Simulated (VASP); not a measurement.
Write the native input for VASP 6.6.1 that does the following.

```yaml
Task: single point
Functional: revPBE
Potentials_or_basis: VASP PAW PBE potentials, release 64 (Zr_sv, N)
Cutoff: 600 eV
k_mesh: 8 × 8 × 8
Occupations: gaussian, width 0.1 eV
Spin: no spin polarisation
Dipole_correction: no
Further_INCAR_settings: ALGO = Normal; EDIFF = 1e-06; NBANDS = 16
```

The structure of ZrN lies in POSCAR:

```
ZrN
1.0
    0.0000000000      2.2942655869      2.2942655869
    2.2942655869      0.0000000000      2.2942655869
    2.2942655869      2.2942655869      0.0000000000
Zr N
1 1
Direct
    1.1880000000      1.2250000000      0.7630000000
    0.6880000000      0.7250000000      0.2630000000
```

The input as run:

INCAR

```
SYSTEM = ZrN
  PREC = Accurate
  ENCUT = 600
  EDIFF = 1E-6
  ISMEAR = 0
  SIGMA = 0.1
  LREAL = .FALSE.
  LASPH = .TRUE.
  NELM = 120
  ALGO = Normal
  ISIF = 2
  LWAVE = .FALSE.
  LCHARG = .FALSE.
  GGA = RE
  NBANDS = 16
  GGA_COMPAT = .FALSE.
```

KPOINTS

```
regular mesh
0
G
  8 8 8
  0 0 0
```

Potentials or basis: VASP PAW PBE potentials, release 64 (Zr_sv, N).

Launch:

```console
$ cat potpaw_PBE.64/Zr_sv/POTCAR potpaw_PBE.64/N/POTCAR > POTCAR
$ mpirun -np 1 vasp_std > vasp.out
```

Results of the run:

```json
{
 "Pressure": "4.2 GPa"
}
```

Caveat: the PAW data sets were made with another functional, which shifts forces and pressure a little.

Run time: 22 s on 1 thread of Intel Xeon 8259CL, on a shared host, peak memory 0.16 GiB.
